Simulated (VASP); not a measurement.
Crystal: KI.

```
CELL_PARAMETERS angstrom
4.29095 0.00000 0.00000
0.00000 4.29095 0.00000
0.00000 0.00000 4.29095
ATOMIC_POSITIONS crystal
K 0.00000 0.00000 0.00000
I 0.50000 0.50000 0.50000
```

Program: VASP 6.6.1. Alike in all runs: task single point; potentials or basis VASP PAW PBE potentials, release 64 (K_sv, I); no spin polarisation; cell as given; k mesh 4 × 4 × 4; cutoff (eV) 520; smearing gaussian 0.01 eV.

**Question.** Order these runs on this cell by their band gap on the k mesh, lowest first.
A. level HSE06; share of exact exchange 0.25; screening parameter 0.2079 1/Å
B. level PBE0; share of exact exchange 0.25
C. level HF; share of exact exchange 1

**Answer.** A (4.30 eV), B (5.00 eV), C (10.39 eV).

Caveats: the structure was generated, so it needn't be the stable form of KI; spin-orbit coupling is left out, which moves the levels of the heavy elements.

A k mesh can miss the band edges.
